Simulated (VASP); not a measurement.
# InGa2N3 in VASP: a series of runs

Aim: see how the results for InGa2N3 move with the level of theory and the settings. Levels: PBEsol, r2SCAN+rVV10. Tasks: single point.

Everything below comes from runs of VASP 6.6.1. Logs are shortened: lines on timing, memory, paths and dates and some standing lists are left out, and cuts for length are marked.

**1. The cell of the first run**

The typed cell holds 6 atoms: a = 3.290 Å, b = 3.290 Å, c = 8.128 Å, α = 90.00°, β = 90.00°, γ = 120.00°.

**2. Single point, PBEsol**

The input, INCAR:

```
SYSTEM = InGa2N3
PREC = Accurate
ENCUT = 520
EDIFF = 1E-6
ISMEAR = -1
SIGMA = 0.05
LREAL = .False.
LASPH = .True.
NELM = 100
ALGO = Normal
ISIF = 2
LWAVE = .False.
LCHARG = .True.
GGA = PS
LELF = .True.
LVHAR = .True.
NBANDS = 36
```

The input, KPOINTS:

```
Automatic mesh
0
Gamma
  6 6 2
  0 0 0
```

The input, POSCAR:

```
InGa2N3
1.0
    3.2901287764      0.0000760875     -0.0000917082
   -1.6449993820      2.8493462816      0.0001193862
   -0.0002386677      0.0002325356      8.1281989395
In Ga N
1 2 3
Direct
    0.3357281592      0.6656258017      0.6617179388
    0.0024019287     -0.0009962131      1.0035403697
    0.6690648933      0.3323138003      0.3186429001
    0.0023995781     -0.0010131802      0.2427426750
    0.6690652016      0.3322994845      0.5545863668
    0.3357326264      0.6656730535      0.9279346970
```

Potentials or basis: VASP PAW PBE potentials, release 64 (In_d, Ga_d, N).

Launch:

```
$ cat potpaw_PBE.64/In_d/POTCAR potpaw_PBE.64/Ga_d/POTCAR potpaw_PBE.64/N/POTCAR > POTCAR
$ mpirun -np 1 vasp_std > vasp.out
```

OUTCAR:

```text
SYSTEM = InGa2N3
   PREC = Accurate
   ENCUT = 520
   EDIFF = 1E-6
   ISMEAR = -1
   LREAL = .False.
   LASPH = .True.
   NELM = 100
   ISIF = 2
   GGA = PS

 ion  position               nearest neighbor table
   1  0.336  0.666  0.662-   5 2.09   5 2.09   5 2.09   6 2.16   2 3.37   2 3.37   2 3.37   3 3.37
                             3 3.37   3 3.37
   2  0.002  0.999  0.004-   4 1.94   6 2.00   6 2.00   6 2.00   1 3.37   1 3.37   1 3.37
   3  0.669  0.332  0.319-   5 1.92   4 2.00   4 2.00   4 2.00   1 3.37   1 3.37   1 3.37
   4  0.002  0.999  0.243-   2 1.94   3 2.00   3 2.00   3 2.00
   5  0.669  0.332  0.555-   3 1.92   1 2.09   1 2.09   1 2.09
   6  0.336  0.666  0.928-   2 2.00   2 2.00   2 2.00   1 2.16

  LATTYP: Found a base centered monoclinic cell.
 ALAT       =     5.6985814571
 B/A-ratio  =     0.5773782265
 C/A-ratio  =     2.4566086428
 COS(beta)  =    -0.8141750687

  Lattice vectors:

 A1 = (   1.6449993820,  -2.8493462816,  -0.0001193862)
 A2 = (   3.2901287764,   0.0000760875,  -0.0000917082)
 A3 = (  -9.8704949845,   5.6987729238,   8.1286211283)

Analysis of symmetry for initial positions (statically):
=====================================================================
 Subroutine PRICEL returns:
 Original cell was already a primitive cell.

 Routine SETGRP: Setting up the symmetry group for a
 base centered monoclinic supercell.

 Subroutine GETGRP returns: Found  1 space group operations
 (whereof  1 operations were pure point group operations)
 out of a pool of  4 trial point group operations.

The static configuration has the point symmetry C_1 .

Analysis of symmetry for dynamics (positions and initial velocities):
=====================================================================
 Subroutine PRICEL returns:
 Original cell was already a primitive cell.

 Routine SETGRP: Setting up the symmetry group for a
 base centered monoclinic supercell.

 Subroutine GETGRP returns: Found  1 space group operations
 (whereof  1 operations were pure point group operations)
 out of a pool of  4 trial point group operations.

The dynamic configuration has the point symmetry C_1 .

 Subroutine INISYM returns: Found  1 space group operations
 (whereof  1 operations are pure point group operations),
 and found     1 'primitive' translations

----------------------------------------------------------------------------------------

                                     Primitive cell

  volume of cell :      76.2006

  direct lattice vectors                    reciprocal lattice vectors
     3.290128776  0.000076087 -0.000091708     0.303935413  0.175469570  0.000003905
    -1.644999382  2.849346282  0.000119386    -0.000008116  0.350953008 -0.000010040
    -0.000238668  0.000232536  8.128198940     0.000003429 -0.000003175  0.123028485

  length of vectors
     3.290128779  3.290105958  8.128198946     0.350950574  0.350953009  0.123028485

  position of ions in fractional coordinates (direct lattice)
     0.335728159  0.665625802  0.661717939
     0.002401929  0.999003787  0.003540370
     0.669064893  0.332313800  0.318642900
     0.002399578  0.998986820  0.242742675
     0.669065202  0.332299484  0.554586367
     0.335732626  0.665673054  0.927934697

  ion indices of the primitive-cell ions
   primitive index   ion index
                 1           1
                 2           2
                 3           3
                 4           4
                 5           5
                 6           6

----------------------------------------------------------------------------------------

 KPOINTS: Automatic mesh

Automatic generation of k-mesh.
 Grid dimensions read from file:
 generate k-points for:    6    6    2

 Generating k-lattice:

  Cartesian coordinates                     Fractional coordinates (reciprocal lattice)
     0.050655902  0.029244928  0.000000651     0.166666667 -0.000000000 -0.000000000
    -0.000001353  0.058492168 -0.000001673     0.000000000  0.166666667 -0.000000000
     0.000001715 -0.000001587  0.061514243     0.000000000 -0.000000000  0.500000000

  Length of vectors
     0.058491762  0.058492168  0.061514243

  Shift w.r.t. Gamma in fractional coordinates (k-lattice)
     0.000000000  0.000000000  0.000000000

 Subroutine IBZKPT returns following result:
 ===========================================

 Found     40 irreducible k-points:

 Following reciprocal coordinates:
            Coordinates               Weight
  0.000000  0.000000  0.000000      1.000000
  0.166667 -0.000000  0.000000      2.000000
 -0.000000  0.166667 -0.000000      2.000000
  0.333333 -0.000000  0.000000      2.000000
 -0.000000  0.333333 -0.000000      2.000000
  0.500000 -0.000000  0.000000      1.000000
[... 16 lines left out ...]
  0.000000  0.166667  0.500000      2.000000
  0.333333  0.000000  0.500000      2.000000
 [... further k-points ...]
   k-points           NKPTS =     40   k-points in BZ     NKDIM =     40   number of bands    NBANDS=     36
   number of dos      NEDOS =    301   number of ions     NIONS =      6
   total plane-waves  NPLWV =  34560
   dimension x,y,z NGX =    24 NGY =   24 NGZ =   60
   dimension x,y,z NGXF=    48 NGYF=   48 NGZF=  120
   ions per type =               1   2   3
   NGX,Y,Z   is equivalent  to a cutoff of  12.13, 12.13, 12.27 a.u.
   NGXF,Y,Z  is equivalent  to a cutoff of  24.25, 24.25, 24.54 a.u.
 SYSTEM =  InGa2N3
   PREC   = accura    normal or accurate (medium, high low for compatibility)
   ISTART =      0    job   : 0-new  1-cont  2-samecut
   ICHARG =      2    charge: 1-file 2-atom 10-const
   ISPIN  =      1    spin polarized calculation?
   LNONCOLLINEAR =      F non collinear calculations
   LSORBIT =      F    spin-orbit coupling
   LASPH  =      T    aspherical Exc in radial PAW
   ENCUT  =  520.0 eV  38.22 Ry    6.18 a.u.   6.12  6.12 15.11*2*pi/ulx,y,z
   NELM   =    100;   NELMIN=  2; NELMDL= -5     # of ELM steps
   EDIFF  = 0.1E-05   stopping-criterion for ELM
   LREAL  =      F    real-space projection
   EDIFFG = 0.1E-04   stopping-criterion for IOM
   NSW    =      0    number of steps for IOM
   IBRION =     -1    ionic relax: 0-MD 1-quasi-New 2-CG
   NFREE  =      0    steps in history (QN), initial steepest desc. (CG)
   ISIF   =      2    stress and relaxation
   ISYM   =      2    0-nonsym 1-usesym 2-fastsym
   POTIM  = 0.5000    time-step for ionic-motion
   TEBEG  =    0.0;   TEEND  =   0.0 temperature during run
   PSTRESS=    0.0 pullay stress
   NELECT =      54.0000    total number of electrons
   NUPDOWN=      -1.0000    fix difference up-down
   EMIN   =  10.00;   EMAX   =-10.00  energy-range for DOS
[... 5 lines left out ...]
     AMIX     =   0.40;   BMIX     =  1.00
     AMIX_MAG =   1.60;   BMIX_MAG =  1.00
  volume/ion in A,a.u.               =      12.70        85.70
  Fermi-wavevector in a.u.,A,eV,Ry     =   1.459553  2.758156 28.984440  2.130296
  Thomas-Fermi vector in A             =   2.576107
   LORBIT       =      0    0 simple, 1 ext, 2 COOP (PROOUT), +10 PAW based schemes
   GGA     = PS    functional components
   LHFCALC =     F    Hartree Fock is set to
   AEXX    =    0.0000 exact exchange contribution
   IVDW    =     0    specifies the selected vdW correction
   LEPSILON=     F    determine dielectric tensor
   LRPA    =     F    only Hartree local field effects (RPA)
 non-spin polarized calculation
  energy-cutoff  :      520.00
  volume of cell :       76.20
 maximum number of plane-waves:      2076
   NGX = 13   NGY = 13   NGZ = 31

 number of electron      54.0000010 magnetization

 Free energy of the ion-electron system (eV)
  ---------------------------------------------------
  ext. energy  EPLUGINS =         0.00000000
  ---------------------------------------------------
  free energy    TOTEN  =       -37.37771903 eV

  energy without entropy =      -37.37739080  energy(sigma->0) =      -37.37755492

 E-fermi :   6.2161     XC(G=0): -11.5725

 val. band max:        5.9793607146   @ k =   0.0000   0.0000   0.0000
 cond. band min:       6.4066499444   @ k =   0.0000   0.0000   0.0000
 fundamental gap:      0.4272892298
 Fermi energy:         6.2160630263

 k-point     1 :       0.0000    0.0000    0.0000
  band No.  band energies     occupation
      1      -9.7560      2.00000
      2      -9.2927      2.00000
      3      -9.1357      2.00000
      4      -7.7946      2.00000
      5      -7.7946      2.00000
      6      -7.7340      2.00000
[... 28 lines left out ...]
     35      15.5151      0.00000
     36      15.5180      0.00000

 k-point     2 :       0.1667   -0.0000    0.0000
  band No.  band energies     occupation
      1      -9.5620      2.00000
      2      -9.2438      2.00000
      3      -9.1054      2.00000
      4      -7.7589      2.00000
      5      -7.7380      2.00000
      6      -7.7013      2.00000
[... 28 lines left out ...]
     35      15.3413      0.00000
     36      15.7754      0.00000

 k-point     3 :      -0.0000    0.1667   -0.0000
  band No.  band energies     occupation
      1      -9.5620      2.00000
      2      -9.2438      2.00000
      3      -9.1054      2.00000
      4      -7.7589      2.00000
      5      -7.7380      2.00000
      6      -7.7013      2.00000
[... 28 lines left out ...]
     35      15.3413      0.00000
     36      15.7754      0.00000
[... 742 lines left out ...]
 k-point    23 :       0.0000    0.1667    0.5000
  band No.  band energies     occupation
      1      -9.4927      2.00000
      2      -9.2937      2.00000
      3      -9.1173      2.00000
      4      -7.7559      2.00000
      5      -7.7454      2.00000
      6      -7.6445      2.00000
[... 28 lines left out ...]
     35      15.8043      0.00000
     36      15.8907      0.00000

 k-point    24 :       0.3333    0.0000    0.5000
  band No.  band energies     occupation
      1      -9.3288      2.00000
      2      -9.1604      2.00000
      3      -9.0497      2.00000
      4      -7.7064      2.00000
      5      -7.7026      2.00000
      6      -7.6543      2.00000
[... 28 lines left out ...]
     35      15.8744      0.00000
     36      15.8969      0.00000

 [... further k-points ...]
[... 5 lines left out ...]
  --------------------------------------------------------------------------------------
  -------------------------------------------------------------------------------------
  Total       -0.0053816     -0.0054826     -0.0459755     -0.0014622     -0.0015283      0.0014202
  in kB       -0.1131522     -0.1152758     -0.9666714     -0.0307439     -0.0321333      0.0298602
  external PRESSURE =      -0.3983665 kB  Pullay stress =       0.0000000 kB

 VOLUME and BASIS-vectors are now :
 -----------------------------------------------------------------------------
  energy-cutoff  :      520.00
  volume of cell :       76.20
      direct lattice vectors                 reciprocal lattice vectors
     3.290128776  0.000076087 -0.000091708     0.303935413  0.175469570  0.000003905
    -1.644999382  2.849346282  0.000119386    -0.000008116  0.350953008 -0.000010040
    -0.000238668  0.000232536  8.128198940     0.000003429 -0.000003175  0.123028485

 POSITION                                       TOTAL-FORCE (eV/Angst)
 -----------------------------------------------------------------------------------
      0.00948      1.89678      5.37862        -0.000097     -0.000010     -0.012144
     -1.63546      2.84651      0.02890        -0.000454      0.000005      0.011767
      1.65458      0.94700      2.58997        -0.000359      0.000125      0.026764
     -1.63550      2.84652      1.97318         0.000317     -0.000103     -0.015419
      1.65455      0.94702      4.50777         0.000236      0.000042     -0.026483
      0.00935      1.89697      7.54249         0.000357     -0.000059      0.015515
 -----------------------------------------------------------------------------------
    total drift:                               -0.001009      0.000264     -0.000913

  FREE ENERGIE OF THE ION-ELECTRON SYSTEM (eV)
  ---------------------------------------------------
  free  energy   TOTEN  =       -37.3777190314 eV

  energy  without entropy=      -37.3773907994  energy(sigma->0) =      -37.37755492
```

Wall time 70 s (1 thread of Intel Xeon Platinum 8488C (Sapphire Rapids), shared host); peak memory 0.23 GiB.

Results:

```
Free energy            : -37.3777 eV
Pressure               : 0.0 GPa
Largest force          : 0.027 eV/Å
Band gap on the k mesh : 0.43 eV, direct
```

Forces on the atoms (eV/Å):
```
In   0.000  0.000 -0.012
Ga   0.000  0.000  0.012
Ga   0.000  0.000  0.027
N    0.000  0.000 -0.015
N    0.000  0.000 -0.026
N    0.000  0.000  0.016
```

Caveat: the PAW data sets were made with another functional, which shifts forces and pressure a little; spin-orbit coupling is left out, which moves the levels of the heavy elements.

**3. Single point, PBEsol**

The input, INCAR:

```
SYSTEM = InGa2N3
PREC = Accurate
ENCUT = 520
EDIFF = 1E-6
ISMEAR = -1
SIGMA = 0.03
LREAL = .False.
LASPH = .True.
NELM = 60
ALGO = Normal
ISIF = 2
LWAVE = .False.
LCHARG = .False.
GGA = PS
NBANDS = 36
```

The input, KPOINTS:

```
regular mesh
0
Gamma
  9 9 4
  0 0 0
```

The input, POSCAR:

```
InGa2N3
1.0
    3.2901745103      0.0000000029      0.0000000000
   -1.6450872576      2.8493747074      0.0000000000
    0.0000000000      0.0000000000      8.1305189477
In Ga N
1 2 3
Direct
    0.3333333333      0.6666666667      0.6685316070
    0.0000000000      0.0000000000      1.0103377241
    0.6666666667      0.3333333333      0.3254554706
    0.0000000000      0.0000000000      0.2495533336
    0.6666666667      0.3333333333      0.5613914001
    0.3333333333      0.6666666667      0.9347304646
```

Potentials or basis: VASP PAW PBE potentials, release 64 (In_d, Ga_d, N).

Launch:

```
$ cat potpaw_PBE.64/In_d/POTCAR potpaw_PBE.64/Ga_d/POTCAR potpaw_PBE.64/N/POTCAR > POTCAR
$ mpirun -np 1 vasp_std > vasp.out
```

It took 73 s on 1 thread of Intel Xeon Platinum 8488C (Sapphire Rapids), shared host; peak memory 0.24 GiB.

The run converged. Its results:

```yaml
Free_energy: -37.3901 eV
Pressure: 0.0 GPa
Largest_force: 0.028 eV/Å
Band_gap_on_the_k_mesh: 0.43 eV, direct
```

Forces on the atoms (eV/Å):
```
In   0.000  0.000 -0.012
Ga   0.000  0.000  0.012
Ga   0.000  0.000  0.028
N    0.000  0.000 -0.016
N    0.000  0.000 -0.027
N    0.000  0.000  0.015
```

Stress tensor (GPa, compression positive):
```
-0.01  0.00  0.00
 0.00 -0.01  0.00
 0.00  0.00 -0.09
```

Levels at points of the mesh, in eV from the valence-band top:
```csv
k point,band 24,band 25,band 26,band 27,band 28,band 29,band 30,band 31
"(0.00, 0.00, 0.00)",-0.90,-0.36,0.00,0.00,0.43,3.28,3.64,6.73
"(0.00, 0.00, 0.50)",-0.76,-0.76,-0.07,-0.07,1.92,2.46,3.71,6.98
```

Caveat: the PAW data sets were made with another functional, which shifts forces and pressure a little; spin-orbit coupling is left out, which moves the levels of the heavy elements.

[end of part 1 of 2]
